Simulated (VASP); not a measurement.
Runs of VASP 6.6.1 on Ag. The structure is that of space group Fm-3m (No. 225), or close to it. The cells are those of the table. 

| task | cell | k mesh for the DOS | occupations for the DOS | gap on the mesh (eV) | pressure (GPa) |
| --- | --- | --- | --- | --- | --- |
| single point | a = 2.661 Å, angles 60.0°, 1 atom | - | - | none | (b) |
| single point | a = 2.349 Å, angles 60.0°, 1 atom | - | - | none | (a) |
| single point | a = 2.747 Å, angles 60.0°, 1 atom | - | - | none | 21.4 |
| single point | a = 2.471 Å, angles 60.0°, 1 atom | - | - | none | 182.4 |
| single point | a = 2.569 Å, angles 60.0°, 1 atom | - | - | none | 97.2 |

Alike in all rows: level PBEsol; potentials or basis VASP PAW PBE potentials, release 64 (Ag); no spin polarisation; k mesh 16 × 16 × 16; cutoff (eV) 520; smearing fermi-dirac 0.1 eV.

Question: Estimate the missing entries.

Answer: (a) 367.4; (b) 49.2.

Caveats: the PAW data sets were made with another functional, which shifts forces and pressure a little.

A k mesh can miss the band edges, and the runs leave out spin-orbit coupling on Ag.

A gap of «none» marks levels without a gap at the run's occupations.
